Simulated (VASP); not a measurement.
A run of VASP 6.6.1:

INCAR

```
ALGO = Normal
EDIFF = 1E-6
ENCUT = 600
GGA = PE
GGA_COMPAT = F
ISIF = 2
ISMEAR = 0
LASPH = T
LCHARG = T
LELF = T
LREAL = F
LVHAR = T
LWAVE = F
NBANDS = 26
NELM = 120
PREC = Accurate
SIGMA = 0.01
```

KPOINTS

```
k-points
0
Gamma
  12 12 12
```

The input POSCAR:

```
C
1.0
   -3.2930726535      3.2930726535      1.6932729280
    3.2930726535     -3.2930726535      1.6932729280
    3.2930726535      3.2930726535     -1.6932729280
C
8
Direct
    0.8820702089      0.0387581691      0.8433120399
    0.1954461292      0.0387581691      0.1566879601
    0.7887581691      0.4454461292      0.6566879601
    0.7887581691      0.1320702089      0.3433120399
    0.5545538708      0.2112418309      0.3433120399
    0.8679297911      0.2112418309      0.6566879601
    0.9612418309      0.8045538708      0.8433120399
    0.9612418309      0.1179297911      0.1566879601
```

Potentials or basis: VASP PAW PBE potentials, release 64 (C).

Launch:

```console
$ cat potpaw_PBE.64/C/POTCAR > POTCAR
$ mpirun -np 1 vasp_std > vasp.out
```

Hardware: 1 thread of AMD EPYC 9R45 96-Core Processor (Zen 5) (shared host).

Problem. How long does it take, and how much memory?

Solution. It took 2.7 min on 1 thread of AMD EPYC 9R45 96-Core Processor (Zen 5) (shared host), peak memory 0.37 GiB. Counts: scf iterations 13, k points 163.
